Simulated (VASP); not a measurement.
## PtS2: single point with PBE

PtS2:

```
Pt S
1.0
     1.71751    0.99160    5.65756
    -1.71751    0.99160    5.65756
     0.00000   -1.98321    5.65756
Pt S
1 2
Direct
  0.00000 0.00000 0.00000
  0.25699 0.25699 0.25699
  0.74301 0.74301 0.74301
```

This cell differs from its parent crystal: epitaxial xy strain -2.7%.

* Program: VASP 6.6.1
* Task: single point
* Functional: PBE
* Potentials or basis: VASP PAW PBE potentials, release 64 (Pt, S)
* Cutoff: 520 eV
* k mesh: 8 × 8 × 8
* Occupations: fermi-dirac, width 0.02 eV
* Spin: no spin polarisation
* Dipole correction: no
* Further INCAR settings: ALGO = Normal; EDIFF = 1e-06; NBANDS = 18

The pressure is 7.2 GPa. The largest force is 0.050 eV/Å and the band gap on the k mesh is 1.04 eV, indirect (least direct gap 1.26 eV).

Forces in eV/Å, atoms in the order of the input:
```
Pt   0.000  0.000  0.000
S    0.000  0.000 -0.050
S    0.000  0.000  0.050
```

Stress tensor (GPa, compression positive):
```
9.53 0.00 0.00
0.00 9.53 0.00
0.00 0.00 2.49
```

Levels at points of the mesh, in eV from the valence-band top:
| k point | band 8 | band 9 | band 10 | band 11 | band 12 | band 13 | band 14 | band 15 |
| --- | --- | --- | --- | --- | --- | --- | --- | --- |
| (0.00, 0.00, 0.00) | -1.73 | -0.40 | -0.40 | -0.23 | 2.88 | 2.88 | 5.72 | 5.95 |
| (0.50, 0.00, 0.00) | -2.45 | -2.28 | -2.07 | -1.92 | 2.38 | 2.49 | 6.05 | 6.50 |
| (0.50, 0.50, 0.00) | -2.44 | -2.25 | -1.97 | -1.83 | 2.90 | 3.15 | 4.42 | 5.95 |
| (0.50, 0.50, 0.50) | -2.20 | -1.02 | -0.53 | -0.53 | 3.02 | 3.02 | 5.99 | 7.65 |

It took 71 s on 1 thread of Intel(R) Xeon(R) 6975P-C (Granite Rapids), on a shared host, peak memory 0.34 GiB.

Caveat: the cell differs from its parent crystal (epitaxial xy strain -2.7%); spin-orbit coupling is left out, which moves the levels of the heavy elements. A k mesh can miss the band edges.
